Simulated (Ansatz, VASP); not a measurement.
**CoO in VASP and in Ansatz**

```xyz
2
Lattice="0.0000 2.3177 2.3177 2.3177 0.0000 2.3177 2.3177 2.3177 0.0000" Properties=species:S:1:pos:R:3 pbc="T T T"
Co    0.0000    0.0000    0.0000
O     1.1588    1.1588    1.1588
```

Alike in both runs: task relaxation of cell and atoms; functional PBE; k mesh 14 × 14 × 14; occupations gaussian, width 0.02 eV; collinear spin; Hubbard terms Co d U = 3.32 eV.

```csv
,VASP,Ansatz
version,VASP 6.6.1,Ansatz 0.2.0
potentials or method,"VASP PAW PBE potentials, release 64 (Co, O), cutoff 600 eV","scalar-relativistic, plane waves, PAW"
valence electrons in the cell,15,23
```

Ansatz gave:

| Property | Result |
| --- | --- |
| gap on the k mesh at the Fermi level, each at its own relaxed structure (eV) | 0.43 |
| net moment per atom (μB) | 1.50 |
| size of the moment on the site where the two differ most (μB) | 2.48 |
| relaxed volume (Å³/atom) | 12.48 |
| relaxed cell length with the largest relative difference (Å) | 3.280 |

Question: Which values does VASP return?

Answer: gap on the k mesh at the Fermi level, each at its own relaxed structure (eV): 0.58; net moment per atom (μB): 1.50; size of the moment on the site where the two differ most (μB): 2.71; relaxed volume (Å³/atom): 12.29; relaxed cell length with the largest relative difference (Å): 3.263.

Site moments also hang on the region over which each program counts them. The programs project onto different local orbitals, so the same U acts differently, and such runs can settle in different states. VASP's potentials hold 15 valence electrons a cell and Ansatz's 23, so a difference there can come from the potentials and not from the codes.
